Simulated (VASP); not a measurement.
Input of a VASP 6.6.1 run:

The input POSCAR:

```
Pt
1.0
    0.0000000000      1.9705765473      1.9705765473
    1.9705765473      0.0000000000      1.9705765473
    1.9705765473      1.9705765473      0.0000000000
Pt
1
Direct
    0.0000000000      0.0000000000      0.0000000000
```

The input INCAR.step1:

```
PREC = Accurate ; ENCUT = 520
ISMEAR = 1 ; SIGMA = 1.0
LREAL = F ; LASPH = T
NELM = 60 ; NBANDS = 11
GGA = PE ; ALGO = Normal
EDIFF = 1E-4 ; LWAVE = T
LCHARG = F
```

File INCAR.step2:

```
PREC = Accurate ; ENCUT = 520
EDIFF = 1E-7 ; ISMEAR = 1
SIGMA = 1.0 ; LREAL = F
LASPH = T ; NELM = 60
ALGO = Normal ; ISIF = 2
LWAVE = F ; LCHARG = F
METAGGA = R2SCAN ; LMIXTAU = T
NBANDS = 11 ; ISTART = 1
```

The input KPOINTS:

```
Automatic mesh
0
Gamma
  14 14 14
```

Potentials or basis: VASP PAW PBE potentials, release 64 (Pt).

Command:

```console
$ cat potpaw_PBE.64/Pt/POTCAR > POTCAR
$ cp INCAR.step1 INCAR
$ mpirun -np 1 vasp_std > vasp.out
$ cp INCAR.step2 INCAR
$ mpirun -np 1 vasp_std > vasp.out
```

(1) What does it give for the pressure?

(2) Predict the band gap on the k mesh.

Results:

(1) 0.9 GPa.

(2) zero (band 5 reaches 11.25 eV, above the bottom of band 6 at 8.92 eV).

Caveat: the PAW data sets were made with another functional, which shifts forces and pressure a little; spin-orbit coupling is left out, which moves the levels of the heavy elements.
